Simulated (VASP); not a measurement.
Here is a VASP 6.6.1 calculation.

Contents of POSCAR:

```
FeSi
1.0
    3.2636854900      0.0000000000      0.0000000000
    0.0000000000      3.0175457500      0.0000000000
    0.0000000000      0.0000000000      4.6836759000
Fe Si
2 2
Direct
    0.2500000000      0.2500000000      0.3442200000
    0.7500000000      0.7500000000      0.6557800000
    0.2500000000      0.2500000000      0.8423000000
    0.7500000000      0.7500000000      0.1577000000
```

File INCAR.step1:

```
SYSTEM = FeSi
PREC = Accurate
ENCUT = 520
ISMEAR = -1
SIGMA = 0.1
LREAL = .False.
LASPH = .True.
NELM = 80
NBANDS = 20
GGA = PE
ALGO = Normal
EDIFF = 1E-4
LWAVE = .True.
LCHARG = .False.
```

Contents of INCAR.step2:

```
SYSTEM = FeSi
PREC = Accurate
ENCUT = 520
EDIFF = 1E-6
ISMEAR = -1
SIGMA = 0.1
LREAL = .False.
LASPH = .True.
NELM = 80
ALGO = Normal
ISIF = 2
LWAVE = .False.
LCHARG = .False.
METAGGA = R2SCAN
LMIXTAU = .True.
NBANDS = 20
ISTART = 1
```

Contents of KPOINTS:

```
Automatic mesh
0
Gamma
  10 11 7
  0 0 0
```

Potentials or basis: VASP PAW PBE potentials, release 64 (Fe, Si).

Launch:

```sh
$ cat potpaw_PBE.64/Fe/POTCAR potpaw_PBE.64/Si/POTCAR > POTCAR
$ cp INCAR.step1 INCAR
$ mpirun -np 1 vasp_std > vasp.out
$ cp INCAR.step2 INCAR
$ mpirun -np 1 vasp_std > vasp.out
```

Task: Predict the pressure.

Result: -6.3 GPa.

Task: Estimate the largest force.

Result: 0.925 eV/Å.

Task: What does it give for the band gap on the k mesh?

Result: Zero (band 12 reaches 9.22 eV, above the bottom of band 13 at 8.83 eV).

Stress tensor (GPa, compression positive):
```
 -7.21   0.00   0.00
  0.00 -20.11   0.00
  0.00   0.00   8.47
```

Caveat: the PAW data sets were made with another functional, which shifts forces and pressure a little. Spin polarisation is off, so any magnetic state and its effect on volume and gap are missing.
